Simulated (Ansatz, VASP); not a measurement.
# HfO2 in VASP and in Ansatz

The input INCAR:

```
SYSTEM = HfO2
PREC = Accurate
ENCUT = 520
EDIFF = 1E-6
ISMEAR = -1
SIGMA = 0.05
LREAL = .FALSE.
LASPH = .TRUE.
NELM = 80
ALGO = Normal
ISIF = 2
LWAVE = .FALSE.
LCHARG = .FALSE.
GGA = PE
NBANDS = 31
```

The input KPOINTS:

```
regular mesh
0
G
  7 7 5
  0 0 0
```

File POSCAR:

```
HfO2
1.0
    3.4156985568      0.0000000000      0.0000000000
    0.0000000000      3.4156985568      0.0000000000
    0.0000000000      0.0000000000      5.1718612100
Hf O
2 4
Direct
    0.0000000000      0.0000000000      0.0000000000
    0.5000000000      0.5000000000      0.5000000000
    0.0000000000      0.5000000000      0.1972078800
    0.5000000000      0.0000000000      0.3027921200
    0.5000000000      0.0000000000      0.8027921200
    0.0000000000      0.5000000000      0.6972078800
```

The input input.yaml:

```yaml
crystal:
  lattice:
    - [3.4156985568, 0.0, 0.0]
    - [0.0, 3.4156985568, 0.0]
    - [0.0, 0.0, 5.17186121]
  atoms:
    - { symbol: Hf, position: [0.0, 0.0, 0.0] }
    - { symbol: Hf, position: [0.5, 0.5, 0.5] }
    - { symbol: O, position: [0.0, 0.5, 0.19720788] }
    - { symbol: O, position: [0.5, 0.0, 0.30279212] }
    - { symbol: O, position: [0.5, 0.0, 0.80279212] }
    - { symbol: O, position: [0.0, 0.5, 0.69720788] }
hamiltonian:
  xc: pbe
  pseudopotentials: { kind: paw }
kpoints:
  mp_grid: { grid: [7, 7, 5] }
  band_path:
    path:
      - [[0.0, 0.0, 0.0], [0.0, 0.5, 0.0], [0.5, 0.5, 0.0], [0.0, 0.0, 0.0], [0.0, 0.0, 0.5], [0.0, 0.5, 0.5], [0.5, 0.5, 0.5], [0.0, 0.0, 0.5]]
      - [[0.0, 0.5, 0.0], [0.0, 0.5, 0.5]]
      - [[0.5, 0.5, 0.0], [0.5, 0.5, 0.5]]
    npoints: 14
scf:
  occupations: { method: fermi_dirac, width: 0.05 }
  n_extra_bands: 15
output:
  forces: true
  stress: true
  eigenvalues: true
  fatbands: true
```

Alike in both runs: functional PBE; k mesh 7 × 7 × 5; occupations fermi-dirac, width 0.05 eV; no spin polarisation.

|  | VASP | Ansatz |
| --- | --- | --- |
| version | VASP 6.6.1 | Ansatz 0.2.0 |
| potentials or method | VASP PAW PBE potentials, release 64 (Hf_pv, O) | Ansatz PAW |
| plane-wave cutoff (eV) | 520 | 420 |
| valence electrons in the cell | 44 | 76 |
| task | single point | band structure |

```tsv
	VASP	Ansatz	Ansatz less VASP
gap on the k mesh at the Fermi level (eV)	4.99	4.99	0.000
least direct gap on the mesh (eV)	5.05	5.04	-0.009
rms of the force components (eV/Å)	0.241	0.253	+0.0125
```

Atom by atom the forces differ by 0.012 eV/Å (rms over components). The functional is the same, so the differences come from potentials, cutoffs and numerics. VASP's potentials hold 44 valence electrons a cell and Ansatz's 76, so a difference there can come from the potentials and not from the codes.

Spin-orbit coupling is off throughout. Noted on Ansatz's run: the k mesh misses the band edges, so the gap on the mesh is wider than the one along the path.
